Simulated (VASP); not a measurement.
A run of VASP 6.6.1 is set up as follows.

Contents of INCAR:

```
SYSTEM = Ge
ALGO     = Normal         ! electronic algorithm
EDIFF    = 1E-6           ! SCF threshold, eV
ENCUT    = 520            ! plane-wave cutoff, eV
GGA      = PE             ! functional
ISIF     = 2              ! what is computed and relaxed
ISMEAR   = -1             ! smearing method
LASPH    = .TRUE.         ! aspherical terms in the spheres
LCHARG   = .FALSE.        ! write CHGCAR
LREAL    = .FALSE.        ! projectors in reciprocal space
LWAVE    = .FALSE.        ! write WAVECAR
NBANDS   = 36             ! bands
NELM     = 100            ! most SCF steps
PREC     = Accurate       ! precision mode
SIGMA    = 0.05           ! smearing width, eV
```

File KPOINTS:

```
k-points
0
G
  8 8 3
  0 0 0
```

Contents of POSCAR:

```
Ge
1.0
    4.0504045371      0.0000000000      0.0000000000
   -2.0252022685      3.5077532247      0.0000000000
    0.0000000000      0.0000000000     10.9933590000
Ge
4
Direct
    0.6643410000      0.3385980000      0.4121060000
    0.3338980000      0.6642800000      0.9108540000
    0.0066840000      0.0065830000      0.4808650000
   -0.0066050000     -0.0188030000      0.9795510000
```

Potentials or basis: VASP PAW PBE potentials, release 64 (Ge_d).

The run is started by

```bash
$ cat potpaw_PBE.64/Ge_d/POTCAR > POTCAR
$ mpirun -np 1 vasp_std > vasp.out
```

What does it give for the pressure?

-0.6 GPa.

Predict the band gap on the k mesh.

0.34 eV (least direct gap 0.58 eV).

Forces on the atoms (eV/Å):
```
Ge   0.343  0.057  0.290
Ge   0.049 -0.544  0.272
Ge  -0.344 -0.057 -0.290
Ge  -0.048  0.544 -0.273
```

Caveat: the cell differs from its parent crystal (atoms moved at random); semilocal functionals underestimate gaps, and a narrow one can read as zero. A k mesh can miss the band edges.
